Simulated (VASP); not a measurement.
Write the native input for VASP 6.6.1 that does the following.

```yaml
Task: relaxation of cell and atoms
Functional: PBE
Potentials_or_basis: VASP PAW PBE potentials, release 64 (Be, Hg)
Cutoff: 600 eV
k_mesh: 14 × 14 × 14
Occupations: gaussian, width 0.1 eV
Spin: no spin polarisation
Dipole_correction: no
Further_INCAR_settings: ALGO = Normal; EDIFF = 1e-07; IBRION = 2; EDIFFG = -0.01; NSW = 100; ISIF = 3
```

The structure of Be3Hg lies in POSCAR:

```
Be3Hg
1.0
    0.0000000000      2.8639421940      2.8639421940
    2.8639421940      0.0000000000      2.8639421940
    2.8639421940      2.8639421940      0.0000000000
Be Hg
3 1
Direct
    0.2500000000      0.2500000000      0.2500000000
    0.7500000000      0.7500000000      0.7500000000
    0.5000000000      0.5000000000      0.5000000000
    0.0000000000      0.0000000000      0.0000000000
```

One way to write it, as run:

INCAR

```
PREC = Accurate ; ENCUT = 600
EDIFF = 1E-7 ; ISMEAR = 0
SIGMA = 0.1 ; LREAL = False
LASPH = True ; NELM = 100
ALGO = Normal ; ISIF = 3
LWAVE = False ; LCHARG = False
GGA = PE ; IBRION = 2
NSW = 100 ; EDIFFG = -0.01
```

KPOINTS

```
Automatic mesh
0
Gamma
  14 14 14
```

Potentials or basis: VASP PAW PBE potentials, release 64 (Be, Hg).

Run with:

```bash
$ cat potpaw_PBE.64/Be/POTCAR potpaw_PBE.64/Hg/POTCAR > POTCAR
$ mpirun -np 1 vasp_std > vasp.out
```

Results of the run:

The pressure after relaxing is 0.0 GPa and the band gap on the k mesh is zero (band 9 reaches 7.28 eV, above the bottom of band 10 at 5.79 eV).

Caveat: the relaxation stopped at its first step, so nothing moved; spin-orbit coupling is left out, which moves the levels of the heavy elements.

Wall time 54 s on 1 thread of Intel(R) Xeon(R) Platinum 8488C (Sapphire Rapids), with other jobs on the host, peak memory 0.23 GiB.
